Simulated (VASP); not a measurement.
# TaSb (rocksalt type) (Fm-3m) in VASP: further runs

Runs on TaSb (rocksalt type). Level: PBE. Tasks: relaxation of cell and atoms.

Everything below comes from runs of VASP 6.6.1. Logs are shortened: lines on timing, memory, paths and dates and some standing lists are left out, and cuts for length are marked.

## (1) The cell of the first run

It takes space group Fm-3m (No. 225, cubic). Conventional cell: a = 5.104 Å, b = 5.104 Å, c = 5.104 Å, α = 90.00°, β = 90.00°, γ = 90.00°. Ta (site symmetry m-3m) has 6 Sb at 2.55 Å within 3.4 Å. Within 3.4 Å of Sb (site symmetry m-3m) lie 6 Ta at 2.55 Å.

## (2) Relaxation of cell and atoms, PBE, target pressure 71 GPa, at which the enthalpy is minimised

Contents of INCAR:

```
ALGO = Normal ; EDIFF = 1E-7
EDIFFG = -0.005 ; ENCUT = 600
GGA = PE ; IBRION = 2
ISIF = 3 ; ISMEAR = -1
LASPH = True ; LCHARG = False
LREAL = False ; LWAVE = False
NELM = 100 ; NSW = 60
PREC = Accurate ; PSTRESS = 710.0
SIGMA = 0.05
```

Contents of KPOINTS:

```
k-points
0
Gamma
  13 13 13
```

Contents of POSCAR:

```
TaSb
1.0
    0.0000000000      2.5519164761      2.5519164761
    2.5519164761      0.0000000000      2.5519164761
    2.5519164761      2.5519164761      0.0000000000
Ta Sb
1 1
Direct
    0.0000000000      0.0000000000      0.0000000000
    0.5000000000      0.5000000000      0.5000000000
```

Potentials or basis: VASP PAW PBE potentials, release 64 (Ta_pv, Sb).

On the command line:

```console
$ cat potpaw_PBE.64/Ta_pv/POTCAR potpaw_PBE.64/Sb/POTCAR > POTCAR
$ mpirun -np 1 vasp_std > vasp.out
```

OUTCAR:

```text
EDIFF = 1E-7
   EDIFFG = -0.005
   ENCUT = 600
   GGA = PE
   IBRION = 2
   ISIF = 3
   ISMEAR = -1
   LASPH = True
   LREAL = False
   NELM = 100
   NSW = 60
   PREC = Accurate
   PSTRESS = 710.0

 ion  position               nearest neighbor table
   1  0.000  0.000  0.000-   2 2.55   2 2.55   2 2.55   2 2.55   2 2.55   2 2.55
   2  0.500  0.500  0.500-   1 2.55   1 2.55   1 2.55   1 2.55   1 2.55   1 2.55

  LATTYP: Found a face centered cubic cell.
 ALAT       =     5.1038329522

  Lattice vectors:

 A1 = (   0.0000000000,   2.5519164761,   2.5519164761)
 A2 = (   2.5519164761,   0.0000000000,   2.5519164761)
 A3 = (   2.5519164761,   2.5519164761,   0.0000000000)

Analysis of symmetry for initial positions (statically):
=====================================================================
 Subroutine PRICEL returns:
 Original cell was already a primitive cell.

 Routine SETGRP: Setting up the symmetry group for a
 face centered cubic supercell.

 Subroutine GETGRP returns: Found 48 space group operations
 (whereof 48 operations were pure point group operations)
 out of a pool of 48 trial point group operations.

The static configuration has the point symmetry O_h .

Analysis of symmetry for dynamics (positions and initial velocities):
=====================================================================
 Subroutine PRICEL returns:
 Original cell was already a primitive cell.

 Routine SETGRP: Setting up the symmetry group for a
 face centered cubic supercell.

 Subroutine GETGRP returns: Found 48 space group operations
 (whereof 48 operations were pure point group operations)
 out of a pool of 48 trial point group operations.

The dynamic configuration has the point symmetry O_h .

 Subroutine INISYM returns: Found 48 space group operations
 (whereof 48 operations are pure point group operations),
 and found     1 'primitive' translations

----------------------------------------------------------------------------------------

                                     Primitive cell

  volume of cell :      33.2376

  direct lattice vectors                    reciprocal lattice vectors
     0.000000000  2.551916476  2.551916476    -0.195931177  0.195931177  0.195931177
     2.551916476  0.000000000  2.551916476     0.195931177 -0.195931177  0.195931177
     2.551916476  2.551916476  0.000000000     0.195931177  0.195931177 -0.195931177

  length of vectors
     3.608954891  3.608954891  3.608954891     0.339362754  0.339362754  0.339362754

  position of ions in fractional coordinates (direct lattice)
     0.000000000  0.000000000  0.000000000
     0.500000000  0.500000000  0.500000000

  ion indices of the primitive-cell ions
   primitive index   ion index
                 1           1
                 2           2

----------------------------------------------------------------------------------------

 KPOINTS: k-points

Automatic generation of k-mesh.
 Grid dimensions read from file:
 generate k-points for:   13   13   13

 Generating k-lattice:

  Cartesian coordinates                     Fractional coordinates (reciprocal lattice)
    -0.015071629  0.015071629  0.015071629     0.076923077  0.000000000  0.000000000
     0.015071629 -0.015071629  0.015071629     0.000000000  0.076923077  0.000000000
     0.015071629  0.015071629 -0.015071629     0.000000000  0.000000000  0.076923077

  Length of vectors
     0.026104827  0.026104827  0.026104827

  Shift w.r.t. Gamma in fractional coordinates (k-lattice)
     0.000000000  0.000000000  0.000000000

 Subroutine IBZKPT returns following result:
 ===========================================

 Found     84 irreducible k-points:

 Following reciprocal coordinates:
            Coordinates               Weight
  0.000000  0.000000  0.000000      1.000000
  0.076923  0.000000  0.000000      8.000000
  0.153846  0.000000  0.000000      8.000000
  0.230769  0.000000  0.000000      8.000000
  0.307692  0.000000  0.000000      8.000000
  0.384615  0.000000  0.000000      8.000000
[... 16 lines left out ...]
  0.384615  0.153846  0.000000     24.000000
  0.461538  0.153846  0.000000     24.000000
 [... further k-points ...]
   k-points           NKPTS =     84   k-points in BZ     NKDIM =     84   number of bands    NBANDS=     12
   number of dos      NEDOS =    301   number of ions     NIONS =      2
   total plane-waves  NPLWV =  27000
   dimension x,y,z NGX =    30 NGY =   30 NGZ =   30
   dimension x,y,z NGXF=    60 NGYF=   60 NGZF=   60
   ions per type =               1   1
   NGX,Y,Z   is equivalent  to a cutoff of  13.82, 13.82, 13.82 a.u.
   NGXF,Y,Z  is equivalent  to a cutoff of  27.64, 27.64, 27.64 a.u.
 SYSTEM =  unknown system
   PREC   = accura    normal or accurate (medium, high low for compatibility)
   ISTART =      0    job   : 0-new  1-cont  2-samecut
   ICHARG =      2    charge: 1-file 2-atom 10-const
   ISPIN  =      1    spin polarized calculation?
   LNONCOLLINEAR =      F non collinear calculations
   LSORBIT =      F    spin-orbit coupling
   LASPH  =      T    aspherical Exc in radial PAW
   ENCUT  =  600.0 eV  44.10 Ry    6.64 a.u.   7.21  7.21  7.21*2*pi/ulx,y,z
   NELM   =    100;   NELMIN=  2; NELMDL= -5     # of ELM steps
   EDIFF  = 0.1E-06   stopping-criterion for ELM
   LREAL  =      F    real-space projection
   EDIFFG = -.5E-02   stopping-criterion for IOM
   NSW    =     60    number of steps for IOM
   IBRION =      2    ionic relax: 0-MD 1-quasi-New 2-CG
   NFREE  =      1    steps in history (QN), initial steepest desc. (CG)
   ISIF   =      3    stress and relaxation
   ISYM   =      2    0-nonsym 1-usesym 2-fastsym
   POTIM  = 0.5000    time-step for ionic-motion
   TEBEG  =    0.0;   TEEND  =   0.0 temperature during run
   PSTRESS=  710.0 pullay stress
   NELECT =      16.0000    total number of electrons
   NUPDOWN=      -1.0000    fix difference up-down
   EMIN   =  10.00;   EMAX   =-10.00  energy-range for DOS
   EFERMI =   0.00;   METHOD = LEGACY
   ISMEAR =    -1;   SIGMA  =   0.05  broadening in eV -4-tet -1-fermi 0-gaus
   EFERMI_NEDOS =   21; number of points for ismear=-14 and -15
   IALGO  =     38    algorithm
   IMIX   =      4    mixing-type and parameters
     AMIX     =   0.40;   BMIX     =  1.00
     AMIX_MAG =   1.60;   BMIX_MAG =  1.00
  volume/ion in A,a.u.               =      16.62       112.15
  Fermi-wavevector in a.u.,A,eV,Ry     =   1.283035  2.424584 22.397609  1.646178
  Thomas-Fermi vector in A             =   2.415311
   LORBIT       =      0    0 simple, 1 ext, 2 COOP (PROOUT), +10 PAW based schemes
   GGA     = PE    functional components
   LHFCALC =     F    Hartree Fock is set to
   AEXX    =    0.0000 exact exchange contribution
   IVDW    =     0    specifies the selected vdW correction
   LEPSILON=     F    determine dielectric tensor
   LRPA    =     F    only Hartree local field effects (RPA)
 conjugate gradient relaxation of ions
 non-spin polarized calculation
  energy-cutoff  :      600.00
  volume of cell :       33.24
 maximum number of plane-waves:      1127
 NGX is ok and might be reduce to    30
   NGX = 15   NGY = 15   NGZ = 15

--------------------------------------- Ionic step        1  -------------------------------------------

 number of electron      16.0000000 magnetization

 Free energy of the ion-electron system (eV)
  ---------------------------------------------------
  ext. energy  EPLUGINS =         0.00000000
  ---------------------------------------------------
  free energy    TOTEN  =       -12.69815427 eV

  energy without entropy =      -12.68872133  energy(sigma->0) =      -12.69343780

------------------------ aborting loop because EDIFF is reached ----------------------------------------

  FORCE on cell =-STRESS in cart. coord.  units (eV):
  Direction    XX          YY          ZZ          XY          YZ          ZX
  --------------------------------------------------------------------------------------
  -------------------------------------------------------------------------------------
  Total       14.7557428     14.7557428     14.7557428     -0.0000000     -0.0000000      0.0000000
  in kB      711.2827832    711.2827832    711.2827832     -0.0000000     -0.0000000      0.0000000
  external PRESSURE =       1.2827832 kB  Pullay stress =     710.0000000 kB
[... 61 lines left out ...]
  enthalpy is  TOTEN    =         2.0310792567 eV   P V=       14.7575136462

--------------------------------------- Ionic step        3  -------------------------------------------

 number of electron      15.9999999 magnetization

 Free energy of the ion-electron system (eV)
  ---------------------------------------------------
  ext. energy  EPLUGINS =         0.00000000
  ---------------------------------------------------
  free energy    TOTEN  =       -12.70263947 eV

  energy without entropy =      -12.69320260  energy(sigma->0) =      -12.69792103

 E-fermi :  11.7951     XC(G=0): -12.6445

 val. band max:       11.7458666368   @ k =  -0.3077   0.3077   0.0769
 cond. band min:      11.8014538528   @ k =   0.3077   0.2308   0.0769
 fundamental gap:      0.0555872160
 Fermi energy:        11.7950601051

 k-point     1 :       0.0000    0.0000    0.0000
  band No.  band energies     occupation
      1     -23.1833      2.00000
      2     -23.1833      2.00000
      3     -23.1833      2.00000
      4      -2.8110      2.00000
      5       9.8826      2.00000
      6       9.8826      2.00000
      7       9.8826      2.00000
      8      11.1224      2.00000
      9      11.1224      2.00000
     10      13.1832      0.00000
     11      13.1832      0.00000
     12      13.1832      0.00000
[... 331 lines left out ...]
 k-point    24 :       0.4615    0.1538    0.0000
  band No.  band energies     occupation
      1     -23.3744      2.00000
      2     -23.2012      2.00000
      3     -23.1944      2.00000
      4       0.5819      2.00000
      5       4.2573      2.00000
      6       6.8022      2.00000
      7       7.4680      2.00000
      8      11.3340      1.99980
      9      12.6204      0.00000
     10      13.1024      0.00000
     11      16.6408      0.00000
     12      16.9251      0.00000

 [... further k-points ...]
[... 5 lines left out ...]
  --------------------------------------------------------------------------------------
  -------------------------------------------------------------------------------------
  Total       14.7360379     14.7360379     14.7360379      0.0000000     -0.0000000      0.0000000
  in kB      710.1168577    710.1168577    710.1168577      0.0000000     -0.0000000      0.0000000
  external PRESSURE =       0.1168577 kB  Pullay stress =     710.0000000 kB
[... 17 lines left out ...]
  FREE ENERGIE OF THE ION-ELECTRON SYSTEM (eV)
  ---------------------------------------------------
  free  energy   TOTEN  =       -12.7026394655 eV

  energy  without entropy=      -12.6932026026  energy(sigma->0) =      -12.69792103

  enthalpy is  TOTEN    =         2.0309734273 eV   P V=       14.7336128927

 reached required accuracy - stopping structural energy minimisation
```

Run time: 54 s. Hardware: 1 thread of Intel Xeon 6975P-C (Granite Rapids), shared host; peak memory 0.2 GiB.

Results:

* Free energy: -12.7026 eV
* Relaxed volume: 16.62 Å³/atom
* Relaxed cell: a = 3.609 Å, b = 3.609 Å, c = 3.609 Å, α = 60.00°, β = 60.00°, γ = 60.00°
* Space group after relaxing (to 0.1 Å): Fm-3m (No. 225)
* Energy change on relaxing (the run minimises the enthalpy): -2.2 meV/atom
* Ionic steps: 3
* Pressure after relaxing: 71.0 GPa
* Band gap on the k mesh: zero (bands 8 and 9 overlap by 1.85 eV)

The path:
| step | energy change (eV) | largest force (eV/Å) | pressure (GPa) | volume (Å³) |
| --- | --- | --- | --- | --- |
| 1 | 0.0000 | 0.0000 | 71.13 | 33.24 |
| 2 | -0.0283 | 0.0000 | 70.39 | 33.30 |
| 3 | -0.0045 | 0.0000 | 71.01 | 33.25 |

Final structure:
```cif
data_structure
_symmetry_space_group_name_H-M 'P 1'
_symmetry_Int_Tables_number 1
_cell_length_a 3.6093
_cell_length_b 3.6093
_cell_length_c 3.6093
_cell_angle_alpha 60.000
_cell_angle_beta 60.000
_cell_angle_gamma 60.000
_cell_volume 33.25
loop_
_atom_site_label
_atom_site_type_symbol
_atom_site_fract_x
_atom_site_fract_y
_atom_site_fract_z
_atom_site_occupancy
Ta1 Ta 0.00000 0.00000 0.00000 1
Sb1 Sb 0.50000 0.50000 0.50000 1
```

Caveat: the cell is relaxed towards a set pressure, so the run minimises the enthalpy, not the energy; spin-orbit coupling is left out, which moves the levels of the heavy elements.

## (3) Relaxation of cell and atoms, PBE, target pressure 71 GPa, at which the enthalpy is minimised

Contents of INCAR:

```
SYSTEM = TaSb
  PREC = Accurate
  ENCUT = 600
  EDIFF = 1E-6
  ISMEAR = -1
  SIGMA = 0.05
  LREAL = .False.
  LASPH = .True.
  NELM = 100
  ALGO = Normal
  ISIF = 3
  LWAVE = .False.
  LCHARG = .False.
  GGA = PE
  IBRION = 2
  NSW = 32
  EDIFFG = -0.005
  PSTRESS = 710.0
```

Contents of KPOINTS:

```
Automatic mesh
0
Gamma
  13 13 13
  0 0 0
```

POSCAR is that of step 2.

Potentials or basis: VASP PAW PBE potentials, release 64 (Ta_pv, Sb).

On the command line:

```console
$ cat potpaw_PBE.64/Ta_pv/POTCAR potpaw_PBE.64/Sb/POTCAR > POTCAR
$ mpirun -np 1 vasp_std > vasp.out
```

It took 50 s on 1 thread of Intel Xeon 6975P-C (Granite Rapids), shared host; peak memory 0.2 GiB.

The run converged. Its results:

```yaml
Free_energy: -12.7025 eV
Relaxed_volume: 16.62 Å³/atom
Relaxed_cell: a = 3.609 Å, b = 3.609 Å, c = 3.609 Å, α = 60.00°, β = 60.00°, γ = 60.00°
Space_group_after_relaxing_to_0.1_Å: Fm-3m (No. 225)
Energy_change_on_relaxing_the_run_minimises_the_enthalpy: -2.2 meV/atom
Ionic_steps: 3
Pressure_after_relaxing: 71.0 GPa
Band_gap_on_the_k_mesh: zero (bands 8 and 9 overlap by 1.85 eV)
```

The path:
| step | energy change (eV) | largest force (eV/Å) | pressure (GPa) | volume (Å³) |
| --- | --- | --- | --- | --- |
| 1 | 0.0000 | 0.0000 | 71.12 | 33.24 |
| 2 | -0.0274 | 0.0000 | 70.43 | 33.30 |
| 3 | -0.0043 | 0.0000 | 71.00 | 33.25 |

Final structure:
```xyz
2
Lattice="0.0000 2.5522 2.5522 2.5522 0.0000 2.5522 2.5522 2.5522 0.0000" Properties=species:S:1:pos:R:3 pbc="T T T"
Ta    0.0000    0.0000    0.0000
Sb    2.5522    2.5522    2.5522
```

Levels at points of the mesh, in eV from the Fermi level:
```
           k point  band 4  band 5  band 6  band 7  band 8  band 9  band 10  band 11  band 12
(0.00, 0.00, 0.00)  -14.61   -1.91   -1.91   -1.91   -0.67   -0.67     1.39     1.39     1.39
```

Caveat: the cell is relaxed towards a set pressure, so the run minimises the enthalpy, not the energy; spin-orbit coupling is left out, which moves the levels of the heavy elements.

(Part 1 of 2 ends here.)
